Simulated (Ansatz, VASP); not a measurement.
## TiAl: VASP beside Ansatz

```
CELL_PARAMETERS angstrom
3.15773 0.00000 0.00000
0.00000 3.15773 0.00000
0.00000 0.00000 3.15773
ATOMIC_POSITIONS crystal
Ti 0.00000 0.00000 0.00000
Al 0.50000 0.50000 0.50000
```

Alike in both runs: task single point; functional PBE0; k mesh 6 × 6 × 6; occupations fermi-dirac, width 0.05 eV; no spin polarisation.

|  | VASP | Ansatz |
| --- | --- | --- |
| version | VASP 6.6.1 | Ansatz 0.2.0 |
| potentials or method | VASP PAW PBE potentials, release 64 (Ti_sv, Al) | Ansatz PAW |
| plane-wave cutoff (eV) | 520 | 420 |
| valence electrons in the cell | 15 | 15 |

|  | VASP | Ansatz | Ansatz less VASP |
| --- | --- | --- | --- |
| gap on the k mesh at the Fermi level (eV) | none | none | - |
| pressure (GPa) | -0.2 | 0.0 | +0.26 |

A gap of «none» marks a metal or a gap that the smearing closes. With one functional, cell and mesh, what is left measures potentials, basis and numerics.
